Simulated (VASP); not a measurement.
# Ta2SiO3 (Cmmm) in VASP: single point with PBE

Aim: the single point of Ta2SiO3 with PBE.

Everything below comes from runs of VASP 6.6.1. Logs are shortened: lines on timing, memory, paths and dates and some standing lists are left out, and cuts for length are marked.

**1. The cell of the first run**

The structure is orthorhombic, space group Cmmm (No. 65). The conventional cell has a = 3.803 Å, b = 13.617 Å, c = 3.070 Å, α = 90.00°, β = 90.00°, γ = 90.00°. Within 2.6 Å of Ta (site symmetry m2m) lie 4 O at 1.99 to 2.13 Å. Si (site symmetry mmm) has 8 O at 2.44 to 3.10 Å and 2 Si at 3.07 Å and 8 Ta at 3.15 Å within 3.2 Å. O (site symmetry m2m) has 3 Ta at 2.03 to 2.13 Å and 2 O at 2.37 Å within 2.7 Å. Within 2.6 Å of O (site symmetry mmm) lie 2 Ta at 1.99 Å and 4 Si at 2.44 Å.

The cell was built from a structure type or drawn by symmetry, and may not be a known phase.

**2. Single point, PBE**

Input file INCAR:

```
  PREC = Accurate
  ENCUT = 600
  EDIFF = 1E-6
  ISMEAR = 0
  SIGMA = 0.15
  LREAL = F
  LASPH = T
  NELM = 120
  ALGO = Normal
  ISIF = 2
  LWAVE = F
  LCHARG = T
  GGA = PE
  LELF = T
  LVHAR = T
  NBANDS = 31
  GGA_COMPAT = F
```

Input file KPOINTS:

```
Automatic mesh
0
Gamma
  3 3 3
```

Input file POSCAR:

```
Ta2SiO3
1.0
    1.9016576939     -6.8084403179      0.0000000000
    1.9016576939      6.8084403179      0.0000000000
    0.0000000000      0.0000000000      3.0698464810
Ta Si O
2 1 3
Direct
    0.6458839030      0.3541160970      0.0000000000
    0.3541160970      0.6458839030      0.0000000000
    0.0000000000      0.0000000000      0.5000000000
    0.8019679326      0.1980320674      0.0000000000
    0.5000000000      0.5000000000      0.0000000000
    0.1980320674      0.8019679326      0.0000000000
```

Potentials or basis: VASP PAW PBE potentials, release 64 (Ta_pv, Si, O).

Command:

```bash
$ cat potpaw_PBE.64/Ta_pv/POTCAR potpaw_PBE.64/Si/POTCAR potpaw_PBE.64/O/POTCAR > POTCAR
$ mpirun -np 1 vasp_std > vasp.out
```

OUTCAR:

```text
PREC = Accurate
   ENCUT = 600
   EDIFF = 1E-6
   ISMEAR = 0
   LREAL = F
   LASPH = T
   NELM = 120
   ISIF = 2
   GGA = PE

 ion  position               nearest neighbor table
   1  0.646  0.354  0.000-   5 1.99   6 2.03   6 2.03   4 2.13   3 3.15   3 3.15   3 3.15   3 3.15
                             2 3.41   2 3.41
   2  0.354  0.646  0.000-   5 1.99   4 2.03   4 2.03   6 2.13   3 3.15   3 3.15   3 3.15   3 3.15
                             1 3.41   1 3.41
   3  0.000  0.000  0.500-   5 2.44   5 2.44   5 2.44   5 2.44   1 3.15   1 3.15   1 3.15   1 3.15
                             2 3.15   2 3.15   2 3.15   2 3.15
   4  0.802  0.198  0.000-   2 2.03   2 2.03   1 2.13
   5  0.500  0.500  0.000-   1 1.99   2 1.99   3 2.44   3 2.44   3 2.44   3 2.44
   6  0.198  0.802  0.000-   1 2.03   1 2.03   2 2.13

  LATTYP: Found a base centered orthorhombic cell.
 ALAT       =     3.8033153878
 B/A-ratio  =     3.5802659647
 C/A-ratio  =     0.8071501225

  Lattice vectors:

 A1 = (   1.9016576939,  -6.8084403179,   0.0000000000)
 A2 = (   1.9016576939,   6.8084403179,   0.0000000000)
 A3 = (   0.0000000000,   0.0000000000,   3.0698464810)

Analysis of symmetry for initial positions (statically):
=====================================================================
 Subroutine PRICEL returns:
 Original cell was already a primitive cell.

 Routine SETGRP: Setting up the symmetry group for a
 base centered orthorhombic supercell.

 Subroutine GETGRP returns: Found  8 space group operations
 (whereof  8 operations were pure point group operations)
 out of a pool of  8 trial point group operations.

The static configuration has the point symmetry D_2h.

Analysis of symmetry for dynamics (positions and initial velocities):
=====================================================================
 Subroutine PRICEL returns:
 Original cell was already a primitive cell.

 Routine SETGRP: Setting up the symmetry group for a
 base centered orthorhombic supercell.

 Subroutine GETGRP returns: Found  8 space group operations
 (whereof  8 operations were pure point group operations)
 out of a pool of  8 trial point group operations.

The dynamic configuration has the point symmetry D_2h.

 Subroutine INISYM returns: Found  8 space group operations
 (whereof  8 operations are pure point group operations),
 and found     1 'primitive' translations

----------------------------------------------------------------------------------------

                                     Primitive cell

  volume of cell :      79.4926

  direct lattice vectors                    reciprocal lattice vectors
     1.901657694 -6.808440318  0.000000000     0.262928497 -0.073438258  0.000000000
     1.901657694  6.808440318  0.000000000     0.262928497  0.073438258  0.000000000
     0.000000000  0.000000000  3.069846481     0.000000000  0.000000000  0.325749188

  length of vectors
     7.069028331  7.069028331  3.069846481     0.272991891  0.272991891  0.325749188

  position of ions in fractional coordinates (direct lattice)
     0.645883903  0.354116097  0.000000000
     0.354116097  0.645883903  0.000000000
     0.000000000  0.000000000  0.500000000
     0.801967933  0.198032067  0.000000000
     0.500000000  0.500000000  0.000000000
     0.198032067  0.801967933  0.000000000

  ion indices of the primitive-cell ions
   primitive index   ion index
                 1           1
                 2           2
                 3           3
                 4           4
                 5           5
                 6           6

----------------------------------------------------------------------------------------

 KPOINTS: Automatic mesh

Automatic generation of k-mesh.
 Grid dimensions read from file:
 generate k-points for:    3    3    3

 Generating k-lattice:

  Cartesian coordinates                     Fractional coordinates (reciprocal lattice)
     0.087642832 -0.024479419  0.000000000     0.333333333  0.000000000  0.000000000
     0.087642832  0.024479419  0.000000000     0.000000000  0.333333333  0.000000000
     0.000000000  0.000000000  0.108583063     0.000000000  0.000000000  0.333333333

  Length of vectors
     0.090997297  0.090997297  0.108583063

  Shift w.r.t. Gamma in fractional coordinates (k-lattice)
     0.000000000  0.000000000  0.000000000

 Subroutine IBZKPT returns following result:
 ===========================================

 Found      8 irreducible k-points:

 Following reciprocal coordinates:
            Coordinates               Weight
  0.000000  0.000000  0.000000      1.000000
  0.333333  0.000000  0.000000      4.000000
  0.333333  0.333333  0.000000      2.000000
 -0.333333  0.333333  0.000000      2.000000
  0.000000  0.000000  0.333333      2.000000
  0.333333  0.000000  0.333333      8.000000
  0.333333  0.333333  0.333333      4.000000
 -0.333333  0.333333  0.333333      4.000000
   k-points           NKPTS =      8   k-points in BZ     NKDIM =      8   number of bands    NBANDS=     31
   number of dos      NEDOS =    301   number of ions     NIONS =      6
   total plane-waves  NPLWV =  87808
   dimension x,y,z NGX =    56 NGY =   56 NGZ =   28
   dimension x,y,z NGXF=   112 NGYF=  112 NGZF=   56
   ions per type =               2   1   3
   NGX,Y,Z   is equivalent  to a cutoff of  13.17, 13.17, 15.16 a.u.
   NGXF,Y,Z  is equivalent  to a cutoff of  26.34, 26.34, 30.33 a.u.
 SYSTEM =  unknown system
   PREC   = accura    normal or accurate (medium, high low for compatibility)
   ISTART =      0    job   : 0-new  1-cont  2-samecut
   ICHARG =      2    charge: 1-file 2-atom 10-const
   ISPIN  =      1    spin polarized calculation?
   LNONCOLLINEAR =      F non collinear calculations
   LSORBIT =      F    spin-orbit coupling
   LASPH  =      T    aspherical Exc in radial PAW
   ENCUT  =  600.0 eV  44.10 Ry    6.64 a.u.  14.12 14.12  6.13*2*pi/ulx,y,z
   NELM   =    120;   NELMIN=  2; NELMDL= -5     # of ELM steps
   EDIFF  = 0.1E-05   stopping-criterion for ELM
   LREAL  =      F    real-space projection
   EDIFFG = 0.1E-04   stopping-criterion for IOM
   NSW    =      0    number of steps for IOM
   IBRION =     -1    ionic relax: 0-MD 1-quasi-New 2-CG
   NFREE  =      0    steps in history (QN), initial steepest desc. (CG)
   ISIF   =      2    stress and relaxation
   ISYM   =      2    0-nonsym 1-usesym 2-fastsym
   POTIM  = 0.5000    time-step for ionic-motion
   TEBEG  =    0.0;   TEEND  =   0.0 temperature during run
   PSTRESS=    0.0 pullay stress
   NELECT =      44.0000    total number of electrons
   NUPDOWN=      -1.0000    fix difference up-down
   EMIN   =  10.00;   EMAX   =-10.00  energy-range for DOS
   EFERMI =   0.00;   METHOD = LEGACY
   ISMEAR =     0;   SIGMA  =   0.15  broadening in eV -4-tet -1-fermi 0-gaus
   EFERMI_NEDOS =   21; number of points for ismear=-14 and -15
   IALGO  =     38    algorithm
   IMIX   =      4    mixing-type and parameters
     AMIX     =   0.40;   BMIX     =  1.00
     AMIX_MAG =   1.60;   BMIX_MAG =  1.00
  volume/ion in A,a.u.               =      13.25        89.41
  Fermi-wavevector in a.u.,A,eV,Ry     =   1.344158  2.540089 24.582456  1.806760
  Thomas-Fermi vector in A             =   2.472174
   LORBIT       =      0    0 simple, 1 ext, 2 COOP (PROOUT), +10 PAW based schemes
   GGA     = PE    functional components
   LHFCALC =     F    Hartree Fock is set to
   AEXX    =    0.0000 exact exchange contribution
   IVDW    =     0    specifies the selected vdW correction
   LEPSILON=     F    determine dielectric tensor
   LRPA    =     F    only Hartree local field effects (RPA)
 non-spin polarized calculation
 Gauss-broadening in eV      SIGMA  =   0.15
  energy-cutoff  :      600.00
  volume of cell :       79.49
 maximum number of plane-waves:      2677
   NGX = 29   NGY = 29   NGZ = 13

 number of electron      44.0000004 magnetization

 Free energy of the ion-electron system (eV)
  ---------------------------------------------------
  ext. energy  EPLUGINS =         0.00000000
  ---------------------------------------------------
  free energy    TOTEN  =       -51.37450487 eV

  energy without entropy =      -51.34372811  energy(sigma->0) =      -51.35911649

 E-fermi :   6.3417     XC(G=0): -11.5013

 val. band max:        6.3381097065   @ k =  -0.3333   0.3333   0.3333
 cond. band min:       6.5295168513   @ k =   0.3333   0.3333   0.3333
 fundamental gap:      0.1914071448
 Fermi energy:         6.3417338617

 k-point     1 :       0.0000    0.0000    0.0000
  band No.  band energies     occupation
      1     -29.8229      2.00000
      2     -29.5812      2.00000
      3     -29.4980      2.00000
      4     -29.4468      2.00000
      5     -29.0584      2.00000
      6     -29.0437      2.00000
[... 23 lines left out ...]
     30      11.4400      0.00000
     31      12.1529      0.00000

 k-point     2 :       0.3333    0.0000    0.0000
  band No.  band energies     occupation
      1     -29.7862      2.00000
      2     -29.6679      2.00000
      3     -29.5413      2.00000
      4     -29.5250      2.00000
      5     -29.0517      2.00000
      6     -29.0442      2.00000
[... 23 lines left out ...]
     30      11.5436      0.00000
     31      11.6558      0.00000

 k-point     3 :       0.3333    0.3333    0.0000
  band No.  band energies     occupation
      1     -29.7396      2.00000
      2     -29.7099      2.00000
      3     -29.5538      2.00000
      4     -29.5182      2.00000
      5     -29.0502      2.00000
      6     -29.0457      2.00000
[... 23 lines left out ...]
     30      10.1860      0.00000
     31      11.4690      0.00000

 k-point     4 :      -0.3333    0.3333    0.0000
  band No.  band energies     occupation
      1     -29.7806      2.00000
      2     -29.6262      2.00000
      3     -29.4998      2.00000
      4     -29.4450      2.00000
      5     -29.0570      2.00000
      6     -29.0451      2.00000
[... 23 lines left out ...]
     30      11.4954      0.00000
     31      11.7509      0.00000

 k-point     5 :       0.0000    0.0000    0.3333
  band No.  band energies     occupation
      1     -29.7885      2.00000
      2     -29.5535      2.00000
      3     -29.4692      2.00000
      4     -29.4191      2.00000
      5     -29.3518      2.00000
      6     -29.3322      2.00000
[... 23 lines left out ...]
     30      10.3977      0.00000
     31      11.3113      0.00000

 k-point     6 :       0.3333    0.0000    0.3333
  band No.  band energies     occupation
      1     -29.7527      2.00000
      2     -29.6369      2.00000
      3     -29.5118      2.00000
      4     -29.4952      2.00000
      5     -29.3426      2.00000
      6     -29.3326      2.00000
[... 23 lines left out ...]
     30      10.6960      0.00000
     31      11.1683      0.00000

 k-point     7 :       0.3333    0.3333    0.3333
  band No.  band energies     occupation
      1     -29.7077      2.00000
      2     -29.6777      2.00000
      3     -29.5235      2.00000
      4     -29.4888      2.00000
      5     -29.3405      2.00000
      6     -29.3348      2.00000
[... 23 lines left out ...]
     30      10.5722      0.00000
     31      11.0175      0.00000

 k-point     8 :      -0.3333    0.3333    0.3333
  band No.  band energies     occupation
      1     -29.7477      2.00000
      2     -29.5967      2.00000
      3     -29.4709      2.00000
      4     -29.4173      2.00000
      5     -29.3498      2.00000
      6     -29.3342      2.00000
[... 23 lines left out ...]
     30      10.7903      0.00000
     31      10.8699      0.00000

------------------------ aborting loop because EDIFF is reached ----------------------------------------

  FORCE on cell =-STRESS in cart. coord.  units (eV):
  Direction    XX          YY          ZZ          XY          YZ          ZX
  --------------------------------------------------------------------------------------
  -------------------------------------------------------------------------------------
  Total        0.1691955      0.4823955     -0.1448206     -0.0000000      0.0000000      0.0000000
  in kB        3.4101448      9.7227072     -2.9188660     -0.0000000      0.0000000      0.0000000
  external PRESSURE =       3.4046620 kB  Pullay stress =       0.0000000 kB

 VOLUME and BASIS-vectors are now :
 -----------------------------------------------------------------------------
  energy-cutoff  :      600.00
  volume of cell :       79.49
      direct lattice vectors                 reciprocal lattice vectors
     1.901657694 -6.808440318  0.000000000     0.262928497 -0.073438258  0.000000000
     1.901657694  6.808440318  0.000000000     0.262928497  0.073438258  0.000000000
     0.000000000  0.000000000  3.069846481     0.000000000  0.000000000  0.325749188

 POSITION                                       TOTAL-FORCE (eV/Angst)
 -----------------------------------------------------------------------------------
      1.90166     -1.98648      0.00000         0.000000      0.014571     -0.000000
      1.90166      1.98648      0.00000         0.000000     -0.014571     -0.000000
      0.00000      0.00000      1.53492         0.000000      0.000000     -0.000000
      1.90166     -4.11186      0.00000         0.000000     -0.010974     -0.000000
      1.90166      0.00000      0.00000         0.000000      0.000000     -0.000000
      1.90166      4.11186      0.00000         0.000000      0.010974      0.000000
 -----------------------------------------------------------------------------------
    total drift:                               -0.000000     -0.000000      0.000000

  FREE ENERGIE OF THE ION-ELECTRON SYSTEM (eV)
  ---------------------------------------------------
  free  energy   TOTEN  =       -51.3745048708 eV

  energy  without entropy=      -51.3437281096  energy(sigma->0) =      -51.35911649
```

Wall time 26 s (1 thread of Intel Xeon 6975P-C (Granite Rapids), shared host); peak memory 0.29 GiB.

Results:

| Property | Result |
| --- | --- |
| Free energy | -51.3745 eV |
| Pressure | 0.3 GPa |
| Largest force | 0.015 eV/Å |
| Band gap on the k mesh | zero (bands 22 and 23 overlap by 0.70 eV) |

Forces on the atoms (eV/Å):
```
Ta   0.000  0.015  0.000
Ta   0.000 -0.015  0.000
Si   0.000  0.000  0.000
O    0.000 -0.011  0.000
O    0.000  0.000  0.000
O    0.000  0.011  0.000
```

Caveat: the k points lie up to 0.68 Å⁻¹ apart, too coarse for converged energies and pressures of a metal; spin-orbit coupling is left out, which moves the levels of the heavy elements.
